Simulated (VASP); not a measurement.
Here is a VASP 6.6.1 calculation.

File INCAR:

```
SYSTEM = Mg2Si
PREC     = Accurate       ! precision mode
ENCUT    = 660            ! plane-wave cutoff, eV
EDIFF    = 1E-8           ! SCF threshold, eV
ISMEAR   = 0              ! smearing method
SIGMA    = 0.01           ! smearing width, eV
LREAL    = .False.        ! projectors in reciprocal space
LASPH    = .True.         ! aspherical terms in the spheres
NELM     = 120            ! most SCF steps
ALGO     = Normal         ! electronic algorithm
ISIF     = 3              ! what is computed and relaxed
LWAVE    = .False.        ! write WAVECAR
LCHARG   = .False.        ! write CHGCAR
METAGGA  = R2SCAN         ! meta-GGA
LMIXTAU  = .True.       
NBANDS   = 11             ! bands
IBRION   = 6              ! ionic algorithm
NFREE    = 2            
POTIM    = 0.015          ! step
NSW      = 1              ! ionic steps
GGA_COMPAT= .False.
```

The input KPOINTS:

```
regular mesh
0
Gamma
  6 6 6
  0 0 0
```

Contents of POSCAR:

```
Mg2Si
1.0
    0.0000000000      3.1515739374      3.1515739374
    3.1515739374      0.0000000000      3.1515739374
    3.1515739374      3.1515739374      0.0000000000
Mg Si
2 1
Direct
    0.2500000000      0.2500000000      0.2500000000
    0.7500000000      0.7500000000      0.7500000000
    0.0000000000      0.0000000000      0.0000000000
```

Potentials or basis: VASP PAW PBE potentials, release 64 (Mg, Si).

The run is started by

```sh
$ cat potpaw_PBE.64/Mg/POTCAR potpaw_PBE.64/Si/POTCAR > POTCAR
$ mpirun -np 1 vasp_std > vasp.out
```

(1) Estimate the elastic constants C11, C12, C44.

(2) Estimate the Voigt bulk modulus.

(3) Predict the highest phonon frequency at Γ.

## Answers

(1) 133, 26, 52 GPa.

(2) 61 GPa.

(3) 292 cm⁻¹.

Caveat: the PAW data sets were made with another functional, which shifts forces and pressure a little.
